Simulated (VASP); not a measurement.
Pb:

```
Pb
1.0
     0.00000    2.47502    2.47502
     2.47502    0.00000    2.47502
     2.47502    2.47502    0.00000
Pb
1
Direct
  0.00000 0.00000 0.00000
```

| Item | Value |
| --- | --- |
| Program | VASP 6.6.1 |
| Task | relaxation of cell and atoms |
| Functional | PBE |
| Potentials or basis | VASP PAW PBE potentials, release 64 (Pb_d) |
| Cutoff | 600 eV |
| k mesh | 8 × 8 × 8 |
| Occupations | fermi-dirac, width 0.05 eV |
| Spin | no spin polarisation |

At the start: pressure 2.6 GPa; volume 30.32 Å³/atom.

Task: Where does the relaxation end?

Result: Over 3 steps the energy falls by 13.2 meV/atom and the volume is 32.03 Å³/atom (+5.6 %); space group Fm-3m (No. 225, to 0.1 Å) before and after.

The path:
| step | energy change (eV) | largest force (eV/Å) | pressure (GPa) | volume (Å³) |
| --- | --- | --- | --- | --- |
| 1 | 0.0000 | 0.0000 | 2.59 | 30.32 |
| 2 | -0.0122 | 0.0000 | -0.63 | 32.52 |
| 3 | -0.0132 | 0.0000 | 0.01 | 32.03 |

Final structure:
```yaml
crystal:
  lattice:
    - [0.00000, 2.52053, 2.52053]
    - [2.52053, 0.00000, 2.52053]
    - [2.52053, 2.52053, 0.00000]
  atoms:
    - { symbol: Pb, position: [0.00000, 0.00000, 0.00000] }
```
